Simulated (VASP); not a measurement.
Runs of VASP 6.6.1 on GaSb. The structure is that of space group I-4m2 (No. 119), or close to it. The cells are those of the table. 

| cell | gap on the mesh (eV) | pressure (GPa) |
| --- | --- | --- |
| a = 4.310 Å, angles 97.7, 97.7, 137.0°, 2 atoms | none | -2.3 |
| a = 4.211 Å, angles 100.2, 100.2, 130.3°, 2 atoms | none | -1.7 |
| a = 4.436 Å, angles 98.5, 98.5, 134.7°, 2 atoms | none | (b) |
| a = 4.474 Å, angles 97.2, 97.2, 138.6°, 2 atoms | none | (c) |
| a = 4.159 Å, angles 99.0, 99.0, 133.4°, 2 atoms | none | 1.0 |
| a = 4.144 Å, angles 98.8, 98.8, 134.0°, 2 atoms | none | 1.8 |
| a = 4.352 Å, angles 98.9, 98.9, 133.8°, 2 atoms | none | -4.4 |
| a = 4.101 Å, angles 100.0, 100.0, 130.8°, 2 atoms | none | (d) |
| a = 4.325 Å, angles 98.1, 98.1, 136.0°, 2 atoms | none | -3.2 |
| a = 4.430 Å, angles 98.1, 98.1, 136.0°, 2 atoms | none | -5.3 |
| a = 4.377 Å, angles 99.4, 99.4, 132.3°, 2 atoms | none | -5.1 |
| a = 4.046 Å, angles 101.0, 101.0, 128.1°, 2 atoms | none | (a) |

Alike in all rows: task single point; level PBE; potentials or basis VASP PAW PBE potentials, release 64 (Ga_d, Sb); no spin polarisation; k mesh 16 × 16 × 16; cutoff (eV) 520; smearing gaussian 0.15 eV.

Question: Fill in the values left out.

Answer: (a) 4.4; (b) -5.7; (c) -5.0; (d) 2.5.

Caveats: spin-orbit coupling is left out, which moves the levels of the heavy elements; the cell stands under tension (at least some runs); the cell stands under pressure (at least some runs).

A k mesh can miss the band edges, and the runs leave out spin-orbit coupling on Ga, Sb.

A gap of «none» marks levels without a gap at the run's occupations.
